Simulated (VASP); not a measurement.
Write the native input for VASP 6.6.1 that does the following.

* Task: single point
* Functional: revPBE
* Potentials or basis: VASP PAW PBE potentials, release 64 (Re)
* Cutoff: 520 eV
* k mesh: 16 × 16 × 16
* Occupations: fermi-dirac, width 0.1 eV
* Spin: no spin polarisation
* Dipole correction: no
* Further INCAR settings: ALGO = Normal; EDIFF = 1e-07; NBANDS = 10

The structure of Re lies in POSCAR:

```
Re
1.0
   -1.6012666296      1.6012666296      1.6012666296
    1.6012666296     -1.6012666296      1.6012666296
    1.6012666296      1.6012666296     -1.6012666296
Re
1
Direct
    0.0000000000      0.0000000000      0.0000000000
```

This isn't the form of Re at room conditions, which is hcp.

These files were run (other wordings do the same):

INCAR

```
SYSTEM = Re
ALGO = Normal
EDIFF = 1E-7
ENCUT = 520
GGA = RE
ISIF = 2
ISMEAR = -1
LASPH = .TRUE.
LCHARG = .TRUE.
LELF = .TRUE.
LREAL = .FALSE.
LVHAR = .TRUE.
LWAVE = .FALSE.
NBANDS = 10
NELM = 80
PREC = Accurate
SIGMA = 0.1
```

KPOINTS

```
k-points
0
G
  16 16 16
  0 0 0
```

Potentials or basis: VASP PAW PBE potentials, release 64 (Re).

The run is started by

```sh
$ cat potpaw_PBE.64/Re/POTCAR > POTCAR
$ mpirun -np 1 vasp_std > vasp.out
```

It gave:

```json
{
 "Pressure": "-22.9 GPa",
 "Band gap on the k mesh": "zero (an odd number of electrons rules out a gap without spin polarisation)"
}
```

Caveat: the cell stands under tension; the PAW data sets were made with another functional, which shifts forces and pressure a little; spin-orbit coupling is left out, which moves the levels of the heavy elements.

It took 36 s on 1 thread of Intel Xeon 8259CL, with other jobs on the host, peak memory 0.16 GiB.
